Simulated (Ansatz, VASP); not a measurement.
# One calculation of ZrSi2, two programs

File INCAR:

```
  PREC = Accurate
  ENCUT = 500
  EDIFF = 1E-7
  ISMEAR = 0
  SIGMA = 0.1
  LREAL = False
  LASPH = True
  NELM = 120
  ALGO = Normal
  ISIF = 3
  LWAVE = False
  LCHARG = False
  GGA = PE
  IBRION = 2
  NSW = 100
  EDIFFG = -0.002
  GGA_COMPAT = False
  NELMIN = 4
```

File KPOINTS:

```
Automatic mesh
0
Gamma
  10 10 10
```

POSCAR

```
ZrSi2
1.0
    1.8530000000     -7.3675000000      0.0000000000
    1.8530000000      7.3675000000      0.0000000000
    0.0000000000      0.0000000000      3.6720000000
Zr Si
2 4
Direct
    0.8946000000      0.1054000000      0.2500000000
    0.1054000000      0.8946000000      0.7500000000
    0.5522000000      0.4478000000      0.2500000000
    0.4478000000      0.5522000000      0.7500000000
    0.2496000000      0.7504000000      0.2500000000
    0.7504000000      0.2496000000      0.7500000000
```

Input for Ansatz:

```yaml
crystal:
  lattice:
    - [1.853, -7.3675, 0.0]
    - [1.853, 7.3675, 0.0]
    - [0.0, 0.0, 3.672]
  atoms:
    - { symbol: Zr, position: [0.8946, 0.1054, 0.25] }
    - { symbol: Zr, position: [0.1054, 0.8946, 0.75] }
    - { symbol: Si, position: [0.5522, 0.4478, 0.25] }
    - { symbol: Si, position: [0.4478, 0.5522, 0.75] }
    - { symbol: Si, position: [0.2496, 0.7504, 0.25] }
    - { symbol: Si, position: [0.7504, 0.2496, 0.75] }
basis:
  ecutwfc: 600.0
kpoints:
  mp_grid: { grid: [10, 10, 10] }
hamiltonian:
  xc: pbe
  pseudopotentials: { kind: paw }
scf:
  occupations: { method: gaussian, width: 0.1 }
output:
  forces: true
  stress: true
  eigenvalues: true
  write_density: true
  write_potential: true
  elf: true
  volumetric_format: npy
relax:
  adjacent_minimum: "off"
  f_tol: 0.002
  max_steps: 80
  cell: { stress_tol: 0.02 }
```

Alike in both runs: task relaxation of cell and atoms; functional PBE; k mesh 10 × 10 × 10; occupations gaussian, width 0.1 eV; no spin polarisation.

|  | VASP | Ansatz |
| --- | --- | --- |
| version | VASP 6.6.1 | Ansatz 0.2.0 |
| potentials or method | VASP PAW PBE potentials, release 64 (Zr_sv, Si), cutoff 500 eV | scalar-relativistic, plane waves, PAW |
| valence electrons in the cell | 40 | 40 |

|  | VASP | Ansatz | Ansatz less VASP |
| --- | --- | --- | --- |
| gap on the k mesh at the Fermi level, each at its own relaxed structure (eV) | none | none | - |
| relaxed volume (Å³/atom) | 16.81 | 16.80 | -0.008 |
| relaxed length of the cell vector where the two differ most in proportion (Å) | 7.626 | 7.623 | -0.0033 |

A gap of «none» marks a metal or a gap that the smearing closes.
